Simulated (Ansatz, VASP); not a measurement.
**Two plane-wave programs on Ta4C3**

```xyz
7
Lattice="4.4026 0.0000 0.0000 0.0000 4.4026 0.0000 0.0000 0.0000 4.4026" Properties=species:S:1:pos:R:3 pbc="T T T"
Ta    0.0000    2.2013    2.2013
Ta    2.2013    0.0000    2.2013
Ta    2.2013    2.2013    0.0000
Ta    0.0000    0.0000    0.0000
C     2.2013    0.0000    0.1500
C     0.0000    2.2013    0.1500
C     0.0000    0.0000    2.3513
```

Change from the starting cell: all C atoms moved -0.150 Å, as atom 5 towards its neighbour atom 2 (Ta) at 2.201 Å.

Alike in both runs: task single point; functional PBEsol; k mesh 10 × 10 × 10; occupations gaussian, width 0.15 eV; no spin polarisation.

|  | VASP | Ansatz |
| --- | --- | --- |
| version | VASP 6.6.1 | Ansatz 0.2.0 |
| potentials or method | VASP PAW PBE potentials, release 64 (Ta_pv, C), cutoff 520 eV | scalar-relativistic, plane waves, PAW |
| valence electrons in the cell | 56 | 64 |

VASP gave:

* gap on the k mesh at the Fermi level (eV): none
* pressure (GPa): 3.5
* traceless stress, the component that is largest in VASP (GPa): 6.29
* rms of the force components (eV/Å): 1.132

Q: Which values does Ansatz return?

A: gap on the k mesh at the Fermi level (eV): none; pressure (GPa): 2.8; traceless stress, the component that is largest in VASP (GPa): 6.21; rms of the force components (eV/Å): 1.123.

VASP's potentials were made for PBE, not for PBEsol. Atom by atom the forces differ by 0.009 eV/Å (rms over components). A gap of «none» marks a metal or a gap that the smearing closes. With one functional, cell and mesh, what is left measures potentials, basis and numerics. VASP's potentials hold 56 valence electrons a cell and Ansatz's 64, so a difference there can come from the potentials and not from the codes.

Neither program's run includes spin-orbit coupling.
